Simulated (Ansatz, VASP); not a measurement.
## Two plane-wave programs on Li2Se

```
Li Se
1.0
     0.00000    2.99350    2.99350
     2.99350    0.00000    2.99350
     2.99350    2.99350    0.00000
Li Se
2 1
Direct
  0.75000 0.75000 0.75000
  0.25000 0.25000 0.25000
  0.00000 0.00000 0.00000
```

Alike in both runs: task single point; functional LDA; k mesh 8 × 8 × 8; no spin polarisation.

|  | VASP | Ansatz |
| --- | --- | --- |
| version | VASP 6.6.1 | Ansatz 0.2.0 |
| potentials or method | VASP PAW LDA potentials, release 64 (Li_sv, Se) | plane waves, PAW |
| plane-wave cutoff (eV) | 750 | 420 |
| occupations | gaussian, width 0.01 eV | fixed |
| valence electrons in the cell | 12 | 22 |

|  | VASP | Ansatz | Ansatz less VASP |
| --- | --- | --- | --- |
| gap on the k mesh at the Fermi level (eV) | 2.80 | 2.81 | +0.004 |
| pressure (GPa) | -2.4 | -2.3 | +0.01 |

LDA's correlation is that of Perdew and Zunger in VASP and of Perdew and Wang (1992) in Ansatz. VASP's potentials hold 12 valence electrons a cell and Ansatz's 22, so a difference there can come from the potentials and not from the codes.
